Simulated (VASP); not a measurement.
Input of a VASP 6.6.1 run:

File INCAR:

```
SYSTEM = B2AsH2
ALGO = Normal ; EDIFF = 1E-6
EDIFFG = -0.01 ; ENCUT = 600
GGA = PE ; IBRION = 2
ISIF = 3 ; ISMEAR = 0
LASPH = .TRUE. ; LCHARG = .FALSE.
LREAL = .FALSE. ; LWAVE = .FALSE.
NELM = 80 ; NSW = 100
PREC = Accurate ; SIGMA = 0.1
```

KPOINTS

```
k-points
0
G
  12 12 4
  0 0 0
```

POSCAR

```
B2AsH2
1.0
    3.3403581927      0.0000000000      0.0000000000
   -1.6701790963      2.8928350526      0.0000000000
    0.0000000000      0.0000000000      9.1742538266
B H As
2 2 1
Direct
    0.3333333333      0.6666666667      0.6125937568
    0.6666666667      0.3333333333      0.3874062432
    0.0000000000      0.0000000000      0.9591001853
    0.0000000000      0.0000000000      0.0408998147
    0.0000000000      0.0000000000      0.5000000000
```

Potentials or basis: VASP PAW PBE potentials, release 64 (B, H, As).

Run with:

```bash
$ cat potpaw_PBE.64/B/POTCAR potpaw_PBE.64/H/POTCAR potpaw_PBE.64/As/POTCAR > POTCAR
$ mpirun -np 1 vasp_std > vasp.out
```

Task: Predict the space group after relaxing (to 0.1 Å).

Result: P-3m1 (No. 164).

Task: Estimate the relaxed cell.

Result: a = 3.344 Å, b = 3.344 Å, c = 9.180 Å, α = 90.00°, β = 90.00°, γ = 120.00°.

Task: Estimate the relaxed volume.

Result: 17.78 Å³/atom.

Task: What does it give for the band gap on the k mesh?

Result: Zero (an odd number of electrons rules out a gap without spin polarisation).

Final structure:
```xyz
5
Lattice="3.3445 0.0000 0.0000 -1.6722 2.8964 0.0000 0.0000 0.0000 9.1798" Properties=species:S:1:pos:R:3 pbc="T T T"
B     0.0000    1.9309    5.6252
B     1.6722    0.9655    3.5546
H    -1.6722    2.8964    8.8048
H     0.0000    0.0000    0.3749
As   -1.6722    2.8964    4.5899
```

Caveat: this functional lacks dispersion, which binds the layers, so the pressure and a relaxed spacing across them are unreliable.
